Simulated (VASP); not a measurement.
# AlP: single point with r2SCAN

The system is AlP.

```
Al P
1.0
     0.00000    2.73919    2.73919
     2.73919    0.00000    2.73919
     2.73919    2.73919    0.00000
Al P
1 1
Cartesian
  0.0000 0.0000 0.0000
  1.3696 1.3696 1.3696
```

```json
{
  "Program": "VASP 6.6.1",
  "Task": "single point",
  "Functional": "r2SCAN",
  "Potentials or basis": "VASP PAW PBE potentials, release 64 (Al, P)",
  "Cutoff": "550 eV",
  "k mesh": "8 × 8 × 8",
  "Occupations": "gaussian, width 0.02 eV",
  "Spin": "no spin polarisation"
}
```

* Pressure: -0.3 GPa
* Band gap on the k mesh: 1.93 eV (least direct gap 3.91 eV)

Levels at points of the mesh, in eV from the valence-band top:
```tsv
k point	band 2	band 3	band 4	band 5	band 6	band 7
(0.00, 0.00, 0.00)	0.00	0.00	0.00	3.91	4.96	4.96
(0.50, 0.00, 0.00)	-5.63	-0.79	-0.79	3.29	5.22	5.22
(0.50, 0.50, 0.00)	-5.40	-2.16	-2.16	1.93	2.85	11.90
```

Run time: 42 s on 1 thread of Intel(R) Xeon(R) Platinum 8375C CPU @ 2.90GHz (Ice Lake), on a shared host, peak memory 0.17 GiB.

Caveat: the PAW data sets were made with another functional, which shifts forces and pressure a little. A k mesh can miss the band edges.
